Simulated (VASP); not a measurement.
# CuI (Cmcm) in VASP: settings compared

The runs below take CuI through single point, with LDA, PBEsol, BLYP.

All numbers are computed with VASP 6.6.1; they aren't measurements. Logs are shortened: lines on timing, memory, paths and dates and some standing lists are left out, and cuts for length are marked.

## Step 1: The cell of the first run

Symmetry: Cmcm, No. 63, orthorhombic system. The conventional cell has a = 7.466 Å, b = 7.422 Å, c = 4.307 Å, α = 90.00°, β = 90.00°, γ = 90.00°. Within 3.2 Å of Cu (site symmetry m2m) lie 2 Cu at 2.46 Å and 3 I at 2.58 to 2.59 Å. I (site symmetry m2m) has 3 Cu at 2.58 to 2.59 Å within 3.4 Å.

## Step 2: Single point, LDA

Input file INCAR:

```
PREC = Accurate
ENCUT = 520
EDIFF = 1E-6
ISMEAR = 0
SIGMA = 0.01
LREAL = False
LASPH = True
NELM = 100
ALGO = Normal
ISIF = 2
LWAVE = False
LCHARG = False
GGA = CA
NBANDS = 26
```

Input file KPOINTS:

```
Automatic mesh
0
Gamma
  4 4 6
```

Input file POSCAR:

```
CuI
1.0
    3.7331675900     -3.7110863700      0.0000000000
    3.7331675900      3.7110863700      0.0000000000
    0.0000000000      0.0000000000      4.3069976700
Cu I
2 2
Direct
    0.4204388300      0.5795611700      0.7500000000
    0.5795611700      0.4204388300      0.2500000000
    0.7700426800      0.2299573200      0.7500000000
    0.2299573200      0.7700426800      0.2500000000
```

Potentials or basis: VASP PAW LDA potentials, release 64 (Cu, I).

Launch:

```sh
$ cat potpaw_LDA.64/Cu/POTCAR potpaw_LDA.64/I/POTCAR > POTCAR
$ mpirun -np 1 vasp_std > vasp.out
```

OUTCAR:

```text
PREC = Accurate
   ENCUT = 520
   EDIFF = 1E-6
   ISMEAR = 0
   LREAL = False
   LASPH = True
   NELM = 100
   ISIF = 2
   GGA = CA

 ion  position               nearest neighbor table
   1  0.420  0.580  0.750-   2 2.46   2 2.46   4 2.58   4 2.58   3 2.59
   2  0.580  0.420  0.250-   1 2.46   1 2.46   3 2.58   3 2.58   4 2.59
   3  0.770  0.230  0.750-   2 2.58   2 2.58   1 2.59
   4  0.230  0.770  0.250-   1 2.58   1 2.58   2 2.59

  LATTYP: Found a base centered orthorhombic cell.
 ALAT       =     7.4221727400
 B/A-ratio  =     1.0059500690
 C/A-ratio  =     0.5802879859

  Lattice vectors:

 A1 = (  -3.7331675900,  -3.7110863700,   0.0000000000)
 A2 = (   3.7331675900,  -3.7110863700,   0.0000000000)
 A3 = (   0.0000000000,   0.0000000000,   4.3069976700)

Analysis of symmetry for initial positions (statically):
=====================================================================
 Subroutine PRICEL returns:
 Original cell was already a primitive cell.

 Routine SETGRP: Setting up the symmetry group for a
 base centered orthorhombic supercell.

 Subroutine GETGRP returns: Found  8 space group operations
 (whereof  4 operations were pure point group operations)
 out of a pool of  8 trial point group operations.

The static configuration has the point symmetry C_2h.
 The point group associated with its full space group is D_2h.

Analysis of symmetry for dynamics (positions and initial velocities):
=====================================================================
 Subroutine PRICEL returns:
 Original cell was already a primitive cell.

 Routine SETGRP: Setting up the symmetry group for a
 base centered orthorhombic supercell.

 Subroutine GETGRP returns: Found  8 space group operations
 (whereof  4 operations were pure point group operations)
 out of a pool of  8 trial point group operations.

The dynamic configuration has the point symmetry C_2h.
 The point group associated with its full space group is D_2h.

 Subroutine INISYM returns: Found  8 space group operations
 (whereof  4 operations are pure point group operations),
 and found     1 'primitive' translations

----------------------------------------------------------------------------------------

                                     Primitive cell

  volume of cell :     119.3392

  direct lattice vectors                    reciprocal lattice vectors
     3.733167590 -3.711086370  0.000000000     0.133934518 -0.134731437  0.000000000
     3.733167590  3.711086370  0.000000000     0.133934518  0.134731437  0.000000000
     0.000000000  0.000000000  4.306997670     0.000000000  0.000000000  0.232180297

  length of vectors
     5.263905613  5.263905613  4.306997670     0.189976354  0.189976354  0.232180297

  position of ions in fractional coordinates (direct lattice)
     0.420438830  0.579561170  0.750000000
     0.579561170  0.420438830  0.250000000
     0.770042680  0.229957320  0.750000000
     0.229957320  0.770042680  0.250000000

  ion indices of the primitive-cell ions
   primitive index   ion index
                 1           1
                 2           2
                 3           3
                 4           4

----------------------------------------------------------------------------------------

 KPOINTS: Automatic mesh

Automatic generation of k-mesh.
 Grid dimensions read from file:
 generate k-points for:    4    4    6

 Generating k-lattice:

  Cartesian coordinates                     Fractional coordinates (reciprocal lattice)
     0.033483629 -0.033682859  0.000000000     0.250000000  0.000000000  0.000000000
     0.033483629  0.033682859  0.000000000     0.000000000  0.250000000  0.000000000
     0.000000000  0.000000000  0.038696716     0.000000000  0.000000000  0.166666667

  Length of vectors
     0.047494089  0.047494089  0.038696716

  Shift w.r.t. Gamma in fractional coordinates (k-lattice)
     0.000000000  0.000000000  0.000000000

 Subroutine IBZKPT returns following result:
 ===========================================

 Found     28 irreducible k-points:

 Following reciprocal coordinates:
            Coordinates               Weight
  0.000000  0.000000  0.000000      1.000000
  0.250000  0.000000  0.000000      4.000000
  0.500000  0.000000  0.000000      2.000000
  0.250000  0.250000  0.000000      2.000000
  0.500000  0.250000  0.000000      4.000000
 -0.250000  0.250000  0.000000      2.000000
[... 16 lines left out ...]
  0.250000  0.000000  0.500000      4.000000
  0.500000  0.000000  0.500000      2.000000
 [... further k-points ...]
   k-points           NKPTS =     28   k-points in BZ     NKDIM =     28   number of bands    NBANDS=     26
   number of dos      NEDOS =    301   number of ions     NIONS =      4
   total plane-waves  NPLWV =  51200
   dimension x,y,z NGX =    40 NGY =   40 NGZ =   32
   dimension x,y,z NGXF=    80 NGYF=   80 NGZF=   64
   ions per type =               2   2
   NGX,Y,Z   is equivalent  to a cutoff of  12.63, 12.63, 12.35 a.u.
   NGXF,Y,Z  is equivalent  to a cutoff of  25.27, 25.27, 24.70 a.u.
 SYSTEM =  unknown system
   PREC   = accura    normal or accurate (medium, high low for compatibility)
   ISTART =      0    job   : 0-new  1-cont  2-samecut
   ICHARG =      2    charge: 1-file 2-atom 10-const
   ISPIN  =      1    spin polarized calculation?
   LNONCOLLINEAR =      F non collinear calculations
   LSORBIT =      F    spin-orbit coupling
   LASPH  =      T    aspherical Exc in radial PAW
   ENCUT  =  520.0 eV  38.22 Ry    6.18 a.u.   9.79  9.79  8.01*2*pi/ulx,y,z
   NELM   =    100;   NELMIN=  2; NELMDL= -5     # of ELM steps
   EDIFF  = 0.1E-05   stopping-criterion for ELM
   LREAL  =      F    real-space projection
   EDIFFG = 0.1E-04   stopping-criterion for IOM
   NSW    =      0    number of steps for IOM
   IBRION =     -1    ionic relax: 0-MD 1-quasi-New 2-CG
   NFREE  =      0    steps in history (QN), initial steepest desc. (CG)
   ISIF   =      2    stress and relaxation
   ISYM   =      2    0-nonsym 1-usesym 2-fastsym
   POTIM  = 0.5000    time-step for ionic-motion
   TEBEG  =    0.0;   TEEND  =   0.0 temperature during run
   PSTRESS=    0.0 pullay stress
   NELECT =      36.0000    total number of electrons
   NUPDOWN=      -1.0000    fix difference up-down
   EMIN   =  10.00;   EMAX   =-10.00  energy-range for DOS
   EFERMI =   0.00;   METHOD = LEGACY
   ISMEAR =     0;   SIGMA  =   0.01  broadening in eV -4-tet -1-fermi 0-gaus
   EFERMI_NEDOS =   21; number of points for ismear=-14 and -15
   IALGO  =     38    algorithm
   IMIX   =      4    mixing-type and parameters
     AMIX     =   0.40;   BMIX     =  1.00
     AMIX_MAG =   1.60;   BMIX_MAG =  1.00
  volume/ion in A,a.u.               =      29.83       201.34
  Fermi-wavevector in a.u.,A,eV,Ry     =   1.097947  2.074818 16.401647  1.205487
  Thomas-Fermi vector in A             =   2.234316
   LORBIT       =      0    0 simple, 1 ext, 2 COOP (PROOUT), +10 PAW based schemes
   GGA     = CA    functional components
   LHFCALC =     F    Hartree Fock is set to
   AEXX    =    0.0000 exact exchange contribution
   IVDW    =     0    specifies the selected vdW correction
   LEPSILON=     F    determine dielectric tensor
   LRPA    =     F    only Hartree local field effects (RPA)
 non-spin polarized calculation
 Gauss-broadening in eV      SIGMA  =   0.01
  energy-cutoff  :      520.00
  volume of cell :      119.34
 maximum number of plane-waves:      3240
   NGX = 19   NGY = 19   NGZ = 17

 number of electron      35.9999983 magnetization

 Free energy of the ion-electron system (eV)
  ---------------------------------------------------
  ext. energy  EPLUGINS =         0.00000000
  ---------------------------------------------------
  free energy    TOTEN  =       -13.50766985 eV

  energy without entropy =      -13.50766985  energy(sigma->0) =      -13.50766985

 E-fermi :   3.6722     XC(G=0):  -8.9756

 val. band max:        3.5903798117   @ k =   0.0000   0.0000   0.0000
 cond. band min:       4.4858463244   @ k =   0.0000   0.0000   0.0000
 fundamental gap:      0.8954665127
 Fermi energy:         3.6722401888

 k-point     1 :       0.0000    0.0000    0.0000
  band No.  band energies     occupation
      1     -10.2444      2.00000
      2      -9.4999      2.00000
      3      -1.9547      2.00000
      4      -0.6400      2.00000
      5      -0.4238      2.00000
      6      -0.3208      2.00000
[... 18 lines left out ...]
     25      11.7375      0.00000
     26      11.9949      0.00000

 k-point     2 :       0.2500    0.0000    0.0000
  band No.  band energies     occupation
      1     -10.1384      2.00000
      2      -9.6066      2.00000
      3      -1.8393      2.00000
      4      -0.8873      2.00000
      5      -0.5568      2.00000
      6      -0.2100      2.00000
[... 18 lines left out ...]
     25      11.3681      0.00000
     26      11.6383      0.00000

 k-point     3 :       0.5000    0.0000    0.0000
  band No.  band energies     occupation
      1      -9.9186      2.00000
      2      -9.8272      2.00000
      3      -1.5718      2.00000
      4      -1.2976      2.00000
      5      -0.6277      2.00000
      6       0.0089      2.00000
[... 18 lines left out ...]
     25      10.6445      0.00000
     26      10.6636      0.00000

 k-point     4 :       0.2500    0.2500    0.0000
  band No.  band energies     occupation
      1     -10.0934      2.00000
      2      -9.6257      2.00000
      3      -2.2213      2.00000
      4      -0.6248      2.00000
      5      -0.5170      2.00000
      6      -0.1284      2.00000
[... 18 lines left out ...]
     25      10.0631      0.00000
     26      11.3134      0.00000
[... 496 lines left out ...]
      1      -9.6718      2.00000
      2      -9.6718      2.00000
      3      -1.7783      2.00000
      4      -1.7783      2.00000
      5      -0.4996      2.00000
      6      -0.4996      2.00000
[... 18 lines left out ...]
     25       9.5418      0.00000
     26       9.5418      0.00000

 k-point    23 :       0.2500    0.0000    0.5000
  band No.  band energies     occupation
      1      -9.6564      2.00000
      2      -9.6564      2.00000
      3      -1.9710      2.00000
      4      -1.9710      2.00000
      5      -0.3869      2.00000
      6      -0.3869      2.00000
[... 18 lines left out ...]
     25      11.0094      0.00000
     26      11.0094      0.00000

 k-point    24 :       0.5000    0.0000    0.5000
  band No.  band energies     occupation
      1      -9.6408      2.00000
      2      -9.6408      2.00000
      3      -2.1380      2.00000
      4      -2.1380      2.00000
      5      -0.2951      2.00000
      6      -0.2951      2.00000
[... 18 lines left out ...]
     25      12.2642      0.00000
     26      12.2654      0.00000

 [... further k-points ...]

------------------------ aborting loop because EDIFF is reached ----------------------------------------

  FORCE on cell =-STRESS in cart. coord.  units (eV):
  Direction    XX          YY          ZZ          XY          YZ          ZX
  --------------------------------------------------------------------------------------
  -------------------------------------------------------------------------------------
  Total       -1.0560620     -2.7640700     -3.2317418      0.0000000     -0.0000000      0.0000000
  in kB      -14.1780603    -37.1087601    -43.3874435      0.0000000     -0.0000000      0.0000000
  external PRESSURE =     -31.5580879 kB  Pullay stress =       0.0000000 kB

 VOLUME and BASIS-vectors are now :
 -----------------------------------------------------------------------------
  energy-cutoff  :      520.00
  volume of cell :      119.34
      direct lattice vectors                 reciprocal lattice vectors
     3.733167590 -3.711086370  0.000000000     0.133934518 -0.134731437  0.000000000
     3.733167590  3.711086370  0.000000000     0.133934518  0.134731437  0.000000000
     0.000000000  0.000000000  4.306997670     0.000000000  0.000000000  0.232180297

 POSITION                                       TOTAL-FORCE (eV/Angst)
 -----------------------------------------------------------------------------------
      3.73317      0.59052      3.23025         0.000000     -0.028317     -0.000000
      3.73317     -0.59052      1.07675         0.000000      0.028317      0.000000
      3.73317     -2.00430      3.23025         0.000000      0.377758      0.000000
      3.73317      2.00430      1.07675         0.000000     -0.377758      0.000000
 -----------------------------------------------------------------------------------
    total drift:                                0.000000     -0.000000      0.000000

  FREE ENERGIE OF THE ION-ELECTRON SYSTEM (eV)
  ---------------------------------------------------
  free  energy   TOTEN  =       -13.5076698488 eV

  energy  without entropy=      -13.5076698488  energy(sigma->0) =      -13.50766985
```

Run time: 1.7 min. Hardware: 1 thread of AMD EPYC 7R43 (Zen 3), shared host; peak memory 0.19 GiB.

Results:

```
Free energy            : -13.5077 eV
Pressure               : -3.2 GPa
Largest force          : 0.378 eV/Å
Band gap on the k mesh : 0.90 eV
```

Forces on the atoms (eV/Å):
```
Cu   0.000 -0.028  0.000
Cu   0.000  0.028  0.000
I    0.000  0.378  0.000
I    0.000 -0.378  0.000
```

Caveat: the cell stands under tension; spin-orbit coupling is left out, which moves the levels of the heavy elements.

[end of part 1 of 2]
